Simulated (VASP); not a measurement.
# EuO (Fm-3m) in VASP: single point with PBE

Aim: the single point of EuO with PBE.

Program: VASP 6.6.1. These are calculated values, not measurements. Logs are shortened: lines on timing, memory, paths and dates and some standing lists are left out, and cuts for length are marked.

## (1) The cell of the first run

The structure is cubic, space group Fm-3m (No. 225). Conventional cell: a = 5.144 Å, b = 5.144 Å, c = 5.144 Å, α = 90.00°, β = 90.00°, γ = 90.00°. Eu (site symmetry m-3m) has 6 O at 2.57 Å within 3.4 Å. Within 3.4 Å of O (site symmetry m-3m) lie 6 Eu at 2.57 Å.

## (2) Single point, PBE

File POSCAR:

```
EuO
1.0
    0.0000000000      2.5719519658      2.5719519658
    2.5719519658      0.0000000000      2.5719519658
    2.5719519658      2.5719519658      0.0000000000
Eu O
1 1
Direct
    0.5000000000      0.5000000000      0.5000000000
    0.0000000000      0.0000000000      0.0000000000
```

File INCAR.step1:

```
PREC = Accurate
ENCUT = 520
EDIFF = 1E-6
ISMEAR = 0
SIGMA = 0.05
LREAL = False
LASPH = True
NELM = 200
ALGO = Normal
ISIF = 2
LWAVE = False
LCHARG = True
LMAXMIX = 6
GGA = PE
NBANDS = 18
GGA_COMPAT = False
NEDOS = 2001
LORBIT = 11
```

File KPOINTS.step1:

```
regular mesh
0
Gamma
  4 4 4
```

File INCAR.step2:

```
PREC = Accurate
ENCUT = 520
EDIFF = 1E-6
ISMEAR = -5
SIGMA = 0.05
LREAL = False
LASPH = True
NELM = 200
ALGO = Normal
ISIF = 2
LWAVE = False
LCHARG = False
LMAXMIX = 6
GGA = PE
LORBIT = 11
NBANDS = 18
NEDOS = 2001
ICHARG = 11
GGA_COMPAT = False
```

File KPOINTS.step2:

```
regular mesh
0
Gamma
  6 6 6
```

Potentials or basis: VASP PAW PBE potentials, release 64 (Eu, O).

Run with:

```
> cat potpaw_PBE.64/Eu/POTCAR potpaw_PBE.64/O/POTCAR > POTCAR
> cp INCAR.step1 INCAR
> cp KPOINTS.step1 KPOINTS
> mpirun -np 1 vasp_std > vasp.out
> cp INCAR.step2 INCAR
> cp KPOINTS.step2 KPOINTS
> mpirun -np 1 vasp_std > vasp.out
```

OUTCAR:

```text
PREC = Accurate
   ENCUT = 520
   EDIFF = 1E-6
   ISMEAR = -5
   LREAL = False
   LASPH = True
   NELM = 200
   ISIF = 2
   GGA = PE
   LORBIT = 11
   ICHARG = 11

 ion  position               nearest neighbor table
   1  0.500  0.500  0.500-   2 2.57   2 2.57   2 2.57   2 2.57   2 2.57   2 2.57
   2  0.000  0.000  0.000-   1 2.57   1 2.57   1 2.57   1 2.57   1 2.57   1 2.57

  LATTYP: Found a face centered cubic cell.
 ALAT       =     5.1439039316

  Lattice vectors:

 A1 = (   0.0000000000,   2.5719519658,   2.5719519658)
 A2 = (   2.5719519658,   0.0000000000,   2.5719519658)
 A3 = (   2.5719519658,   2.5719519658,   0.0000000000)

Analysis of symmetry for initial positions (statically):
=====================================================================
 Subroutine PRICEL returns:
 Original cell was already a primitive cell.

 Routine SETGRP: Setting up the symmetry group for a
 face centered cubic supercell.

 Subroutine GETGRP returns: Found 48 space group operations
 (whereof 48 operations were pure point group operations)
 out of a pool of 48 trial point group operations.

The static configuration has the point symmetry O_h .

Analysis of symmetry for dynamics (positions and initial velocities):
=====================================================================
 Subroutine PRICEL returns:
 Original cell was already a primitive cell.

 Routine SETGRP: Setting up the symmetry group for a
 face centered cubic supercell.

 Subroutine GETGRP returns: Found 48 space group operations
 (whereof 48 operations were pure point group operations)
 out of a pool of 48 trial point group operations.

The dynamic configuration has the point symmetry O_h .

 Subroutine INISYM returns: Found 48 space group operations
 (whereof 48 operations are pure point group operations),
 and found     1 'primitive' translations

----------------------------------------------------------------------------------------

                                     Primitive cell

  volume of cell :      34.0266

  direct lattice vectors                    reciprocal lattice vectors
     0.000000000  2.571951966  2.571951966    -0.194404875  0.194404875  0.194404875
     2.571951966  0.000000000  2.571951966     0.194404875 -0.194404875  0.194404875
     2.571951966  2.571951966  0.000000000     0.194404875  0.194404875 -0.194404875

  length of vectors
     3.637289352  3.637289352  3.637289352     0.336719120  0.336719120  0.336719120

  position of ions in fractional coordinates (direct lattice)
     0.500000000  0.500000000  0.500000000
     0.000000000  0.000000000  0.000000000

  ion indices of the primitive-cell ions
   primitive index   ion index
                 1           1
                 2           2

----------------------------------------------------------------------------------------

 KPOINTS: regular mesh

Automatic generation of k-mesh.
 Grid dimensions read from file:
 generate k-points for:    6    6    6

 Generating k-lattice:

  Cartesian coordinates                     Fractional coordinates (reciprocal lattice)
    -0.032400812  0.032400812  0.032400812     0.166666667  0.000000000  0.000000000
     0.032400812 -0.032400812  0.032400812     0.000000000  0.166666667  0.000000000
     0.032400812  0.032400812 -0.032400812     0.000000000  0.000000000  0.166666667

  Length of vectors
     0.056119853  0.056119853  0.056119853

  Shift w.r.t. Gamma in fractional coordinates (k-lattice)
     0.000000000  0.000000000  0.000000000

 TETIRR: Found     35 inequivalent tetrahedra from     1296

 Subroutine IBZKPT returns following result:
 ===========================================

 Found     16 irreducible k-points:

 Following reciprocal coordinates:
            Coordinates               Weight
  0.000000  0.000000  0.000000      1.000000
  0.166667  0.000000  0.000000      8.000000
  0.333333  0.000000  0.000000      8.000000
  0.500000  0.000000  0.000000      4.000000
  0.166667  0.166667  0.000000      6.000000
  0.333333  0.166667  0.000000     24.000000
[... 8 lines left out ...]
 -0.333333  0.333333  0.166667     24.000000
 -0.333333  0.500000  0.166667     12.000000
   k-points           NKPTS =     16   k-points in BZ     NKDIM =     16   number of bands    NBANDS=     18
   number of dos      NEDOS =   2001   number of ions     NIONS =      2
   total plane-waves  NPLWV =  21952
   dimension x,y,z NGX =    28 NGY =   28 NGZ =   28
   dimension x,y,z NGXF=    56 NGYF=   56 NGZF=   56
   ions per type =               1   1
   NGX,Y,Z   is equivalent  to a cutoff of  12.80, 12.80, 12.80 a.u.
   NGXF,Y,Z  is equivalent  to a cutoff of  25.60, 25.60, 25.60 a.u.
 SYSTEM =  unknown system
   PREC   = accura    normal or accurate (medium, high low for compatibility)
   ISTART =      0    job   : 0-new  1-cont  2-samecut
   ICHARG =     11    charge: 1-file 2-atom 10-const
   ISPIN  =      1    spin polarized calculation?
   LNONCOLLINEAR =      F non collinear calculations
   LSORBIT =      F    spin-orbit coupling
   LASPH  =      T    aspherical Exc in radial PAW
   ENCUT  =  520.0 eV  38.22 Ry    6.18 a.u.   6.76  6.76  6.76*2*pi/ulx,y,z
   NELM   =    200;   NELMIN=  2; NELMDL=  0     # of ELM steps
   EDIFF  = 0.1E-05   stopping-criterion for ELM
   LREAL  =      F    real-space projection
   EDIFFG = 0.1E-04   stopping-criterion for IOM
   NSW    =      0    number of steps for IOM
   IBRION =     -1    ionic relax: 0-MD 1-quasi-New 2-CG
   NFREE  =      0    steps in history (QN), initial steepest desc. (CG)
   ISIF   =      2    stress and relaxation
   ISYM   =      2    0-nonsym 1-usesym 2-fastsym
   POTIM  = 0.5000    time-step for ionic-motion
   TEBEG  =    0.0;   TEEND  =   0.0 temperature during run
   PSTRESS=    0.0 pullay stress
   NELECT =      23.0000    total number of electrons
   NUPDOWN=      -1.0000    fix difference up-down
   EMIN   =  10.00;   EMAX   =-10.00  energy-range for DOS
   EFERMI =   0.00;   METHOD = LEGACY
   ISMEAR =    -5;   SIGMA  =   0.05  broadening in eV -4-tet -1-fermi 0-gaus
   EFERMI_NEDOS =   21; number of points for ismear=-14 and -15
   IALGO  =     38    algorithm
   IMIX   =      4    mixing-type and parameters
     AMIX     =   0.40;   BMIX     =  1.00
     AMIX_MAG =   1.60;   BMIX_MAG =  1.00
  volume/ion in A,a.u.               =      17.01       114.81
  Fermi-wavevector in a.u.,A,eV,Ry     =   1.436739  2.715043 28.085410  2.064219
  Thomas-Fermi vector in A             =   2.555894
   LORBIT       =     11    0 simple, 1 ext, 2 COOP (PROOUT), +10 PAW based schemes
   GGA     = PE    functional components
   LHFCALC =     F    Hartree Fock is set to
   AEXX    =    0.0000 exact exchange contribution
   IVDW    =     0    specifies the selected vdW correction
   LEPSILON=     F    determine dielectric tensor
   LRPA    =     F    only Hartree local field effects (RPA)
 non-spin polarized calculation
 Fermi weights with tetrahedron method with Bloechl corrections
  energy-cutoff  :      520.00
  volume of cell :       34.03
 maximum number of plane-waves:       941

 number of electron      22.9999997 magnetization

 Free energy of the ion-electron system (eV)
  ---------------------------------------------------
  ext. energy  EPLUGINS =         0.00000000
  ---------------------------------------------------
  free energy    TOTEN  =       -15.02142585 eV

  energy without entropy =      -15.02142585  energy(sigma->0) =      -15.02142585

 E-fermi :   4.5950     XC(G=0): -11.0358

 val. band max:        4.5946017602   @ k =   0.1667   0.1667   0.0000
 cond. band min:       4.5881029784   @ k =   0.3333   0.3333   0.0000
 fundamental gap:     -0.0064987818
 Fermi energy:         4.5950150516

 k-point     1 :       0.0000    0.0000    0.0000
  band No.  band energies     occupation
      1     -36.3703      2.00000
      2     -14.8825      2.00000
      3     -14.8825      2.00000
      4     -14.8825      2.00000
      5     -14.2543      2.00000
      6       0.6627      2.00000
[... 10 lines left out ...]
     17       6.6276      0.00000
     18       6.6294      0.00000

 k-point     2 :       0.1667    0.0000    0.0000
  band No.  band energies     occupation
      1     -36.3469      2.00000
      2     -15.6594      2.00000
      3     -14.9043      2.00000
      4     -14.9043      2.00000
      5     -13.5437      2.00000
      6      -0.0105      2.00000
[... 10 lines left out ...]
     17       6.6934      0.00000
     18       7.2337      0.00000

 k-point     3 :       0.3333    0.0000    0.0000
  band No.  band energies     occupation
      1     -36.2996      2.00000
      2     -16.4384      2.00000
      3     -14.9473      2.00000
      4     -14.9473      2.00000
      5     -12.9001      2.00000
      6      -0.9767      2.00000
[... 10 lines left out ...]
     17       8.3344      0.00000
     18       8.5349      0.00000

 k-point     4 :       0.5000    0.0000    0.0000
  band No.  band energies     occupation
      1     -36.2757      2.00000
      2     -16.7336      2.00000
      3     -14.9685      2.00000
      4     -14.9685      2.00000
      5     -12.6730      2.00000
      6      -1.3750      2.00000
[... 10 lines left out ...]
     17       9.2794      0.00000
     18       9.3940      0.00000

 k-point     5 :       0.1667    0.1667    0.0000
  band No.  band energies     occupation
      1     -36.3392      2.00000
      2     -15.6464      2.00000
      3     -14.9704      2.00000
      4     -14.9704      2.00000
      5     -13.5221      2.00000
      6      -0.3239      2.00000
[... 10 lines left out ...]
     17       5.8260      0.00000
     18       7.8546      0.00000

 k-point     6 :       0.3333    0.1667    0.0000
  band No.  band energies     occupation
      1     -36.3002      2.00000
      2     -16.1517      2.00000
      3     -15.0354      2.00000
      4     -15.0311      2.00000
      5     -13.2021      2.00000
      6      -0.6638      2.00000
[... 10 lines left out ...]
     17       7.3160      0.00000
     18       9.0112      0.00000

 k-point     7 :       0.5000    0.1667    0.0000
  band No.  band energies     occupation
      1     -36.2685      2.00000
      2     -16.5115      2.00000
      3     -15.1344      2.00000
      4     -15.0354      2.00000
      5     -12.9539      2.00000
      6      -0.8881      2.00000
[... 10 lines left out ...]
     17       8.1522      0.00000
     18       9.7075      0.00000

 k-point     8 :      -0.3333    0.1667    0.0000
  band No.  band energies     occupation
      1     -36.2763      2.00000
      2     -16.4650      2.00000
      3     -15.1827      2.00000
      4     -14.9704      2.00000
      5     -12.9152      2.00000
      6      -0.9894      2.00000
[... 10 lines left out ...]
     17       7.9248      0.00000
     18       9.0050      0.00000
[... 61 lines left out ...]
     17       8.5922      0.00000
     18       9.7856      0.00000

 k-point    12 :      -0.3333    0.3333    0.0000
  band No.  band energies     occupation
      1     -36.2535      2.00000
      2     -16.1729      2.00000
      3     -15.5240      2.00000
      4     -15.0803      2.00000
      5     -13.2312      2.00000
      6      -0.5135      2.00000
[... 10 lines left out ...]
     17       7.9740      0.00000
     18       9.5103      0.00000

 k-point    13 :       0.5000    0.5000    0.0000
  band No.  band energies     occupation
      1     -36.2467      2.00000
      2     -15.7763      2.00000
      3     -15.2283      2.00000
      4     -15.2283      2.00000
      5     -14.2016      2.00000
      6       0.4999      2.00000
[... 10 lines left out ...]
     17       8.2820      0.00000
     18      10.8640      0.00000

 k-point    14 :       0.5000    0.3333    0.1667
  band No.  band energies     occupation
      1     -36.2691      2.00000
      2     -16.2085      2.00000
      3     -15.2734      2.00000
      4     -15.1010      2.00000
      5     -13.2315      2.00000
      6      -0.5210      2.00000
[... 10 lines left out ...]
     17       7.9989      0.00000
     18       9.3566      0.00000

 k-point    15 :      -0.3333    0.3333    0.1667
  band No.  band energies     occupation
      1     -36.2535      2.00000
      2     -16.1992      2.00000
      3     -15.3812      2.00000
      4     -15.2071      2.00000
      5     -13.2210      2.00000
      6      -0.5336      2.00000
[... 10 lines left out ...]
     17       7.1334      0.00000
     18       9.5287      0.00000

 k-point    16 :      -0.3333    0.5000    0.1667
  band No.  band energies     occupation
      1     -36.2462      2.00000
      2     -15.6955      2.00000
      3     -15.6450      2.00000
      4     -15.3712      2.00000
      5     -13.5609      2.00000
      6      -0.1097      2.00000
[... 10 lines left out ...]
     17       8.3397      0.00000
     18       8.9494      0.00000

------------------------ aborting loop because EDIFF is reached ----------------------------------------

  FORCE on cell =-STRESS in cart. coord.  units (eV):
  Direction    XX          YY          ZZ          XY          YZ          ZX
  --------------------------------------------------------------------------------------
  -------------------------------------------------------------------------------------
  Total       -3.8492146     -3.8492146     -3.8492146      0.0000000      0.0000000     -0.0000000
  in kB     -181.2442162   -181.2442162   -181.2442162      0.0000000      0.0000000     -0.0000000
  external PRESSURE =    -181.2442162 kB  Pullay stress =       0.0000000 kB

 VOLUME and BASIS-vectors are now :
 -----------------------------------------------------------------------------
  energy-cutoff  :      520.00
  volume of cell :       34.03
      direct lattice vectors                 reciprocal lattice vectors
     0.000000000  2.571951966  2.571951966    -0.194404875  0.194404875  0.194404875
     2.571951966  0.000000000  2.571951966     0.194404875 -0.194404875  0.194404875
     2.571951966  2.571951966  0.000000000     0.194404875  0.194404875 -0.194404875

 POSITION                                       TOTAL-FORCE (eV/Angst)
 -----------------------------------------------------------------------------------
      2.57195      2.57195      2.57195         0.000000      0.000000      0.000000
      0.00000      0.00000      0.00000        -0.000000     -0.000000     -0.000000
 -----------------------------------------------------------------------------------
    total drift:                                0.000000      0.000000      0.000000

  FREE ENERGIE OF THE ION-ELECTRON SYSTEM (eV)
  ---------------------------------------------------
  free  energy   TOTEN  =       -15.0214258487 eV

  energy  without entropy=      -15.0214258487  energy(sigma->0) =      -15.02142585

 total charge

# of ion       s       p       d       f       tot
--------------------------------------------------
    1        2.014   5.671   0.460   6.436  14.581
    2        1.555   3.363   0.000   0.000   4.918
--------------------------------------------------
tot          3.569   9.034   0.460   6.436  19.499
```

It took 42 s on 1 thread of Intel Xeon Platinum 8259CL at 2.50GHz (Skylake/Cascade Lake), shared host; peak memory 0.16 GiB.

Results:

- Valence electrons inside the program's atomic spheres: Eu 14.58; O 4.92

Levels at points of the mesh, in eV from the Fermi level:
```
           k point  band 7  band 8  band 9  band 10  band 11  band 12  band 13  band 14  band 15  band 16
(0.00, 0.00, 0.00)   -3.93   -3.93   -0.14     0.03     0.08     0.08     0.08     0.37     0.37     0.37
(0.50, 0.00, 0.00)   -4.93   -4.93   -0.16    -0.16    -0.13     0.08     0.08     0.09     0.18     2.48
(0.50, 0.50, 0.00)   -3.92   -3.92   -0.87    -0.13    -0.03    -0.03    -0.03     0.21     0.28     0.28
```

Caveat: the k points lie up to 0.53 Å⁻¹ apart; spin-orbit coupling is left out, which moves the levels of the heavy elements; an odd number of electrons without spin polarisation forces a metal; a magnetic or distorted state may lie lower; the run has no spin polarisation, though such a crystal can be magnetic; semilocal functionals describe open f shells poorly, which spoils levels, moments and volumes.
